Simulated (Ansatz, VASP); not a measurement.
**One calculation of SnO2, two programs**

```
CELL_PARAMETERS angstrom
4.82719 0.00000 0.00000
0.00000 4.82719 0.00000
0.09714 0.00000 3.23815
ATOMIC_POSITIONS crystal
Sn 0.50000 0.50000 0.50000
Sn 0.00000 0.00000 0.00000
O 0.19385 0.80693 0.49653
O 0.80615 0.19307 0.50347
O 0.30615 0.30693 0.00347
O 0.69385 0.69307 0.99653
```

Alike in both runs: task single point; functional PBE; k mesh 6 × 6 × 8; occupations gaussian, width 0.02 eV; no spin polarisation.

|  | VASP | Ansatz |
| --- | --- | --- |
| version | VASP 6.6.1 | Ansatz 0.2.0 |
| potentials or method | VASP PAW PBE potentials, release 64 (Sn_d, O), cutoff 600 eV | scalar-relativistic, plane waves, PAW |
| valence electrons in the cell | 52 | 52 |

VASP gave:

```
gap on the k mesh at the Fermi level (eV)                     : 0.66
least direct gap on the mesh (eV)                             : 0.66
pressure (GPa)                                                : 0.5
traceless stress, the component that is largest in VASP (GPa) : -2.55
rms of the force components (eV/Å)                            : 0.008
```

Which values does Ansatz return?

gap on the k mesh at the Fermi level (eV): 0.67; least direct gap on the mesh (eV): 0.67; pressure (GPa): 0.0; traceless stress, the component that is largest in VASP (GPa): -2.54; rms of the force components (eV/Å): 0.001.

Atom by atom the forces differ by 0.008 eV/Å (rms over components). The functional is the same, so the differences come from potentials, cutoffs and numerics.
